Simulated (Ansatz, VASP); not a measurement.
**Two plane-wave programs on YN2**

INCAR

```
SYSTEM = YN2
PREC = Accurate
ENCUT = 600
EDIFF = 1E-7
ISMEAR = 0
SIGMA = 0.05
LREAL = .False.
LASPH = .True.
NELM = 80
ALGO = Normal
ISIF = 3
LWAVE = .False.
LCHARG = .False.
GGA = PS
IBRION = 2
NSW = 50
EDIFFG = -0.01
```

The input KPOINTS:

```
Automatic mesh
0
Gamma
  10 10 10
  0 0 0
```

File POSCAR:

```
YN2
1.0
    3.4554630027      0.0000000000      0.0000000000
   -1.7277315013      2.9925187422      0.0000000000
    0.0000000000      0.0000000000      3.1760387477
Y N
1 2
Direct
    0.0000000000      0.0000000000      0.0000000000
    0.3333333333      0.6666666667      0.5000230988
    0.6666666667      0.3333333333      0.4999769012
```

Input for Ansatz:

```yaml
crystal:
  lattice:
    - [3.4554630027, 0.0, 0.0]
    - [-1.7277315013, 2.9925187422, 0.0]
    - [0.0, 0.0, 3.1760387477]
  atoms:
    - { symbol: "Y", position: [0.0, 0.0, 0.0] }
    - { symbol: "N", position: [0.3333333333, 0.6666666667, 0.5000230988] }
    - { symbol: "N", position: [0.6666666667, 0.3333333333, 0.4999769012] }
basis:
  ecutwfc: 420
  ecutrho_ratio: 4
kpoints:
  mp_grid: { grid: [10, 10, 10] }
hamiltonian:
  xc: pbesol
scf:
  occupations: { method: gaussian, width: 0.05 }
output:
  forces: true
  stress: true
  eigenvalues: true
relax:
  f_tol: 0.01
  max_steps: 30
  cell: { stress_tol: 0.04 }
```

Alike in both runs: task relaxation of cell and atoms; functional PBEsol; k mesh 10 × 10 × 10; occupations gaussian, width 0.05 eV; no spin polarisation.

```csv
,VASP,Ansatz
version,VASP 6.6.1,Ansatz 0.2.0
potentials or method,"VASP PAW PBE potentials, release 64 (Y_sv, N), cutoff 600 eV","scalar-relativistic, plane waves, PAW"
valence electrons in the cell,21,21
```

```tsv
	VASP	Ansatz	Ansatz less VASP
gap on the k mesh at the Fermi level, each at its own relaxed structure (eV)	none	none	-
relaxed volume (Å³/atom)	10.93	10.95	+0.017
relaxed length of the cell vector where the two differ most in proportion (Å)	3.183	3.185	+0.0021
```

VASP's potentials were made for PBE, not for PBEsol. A gap of «none» marks a metal or a gap that the smearing closes.
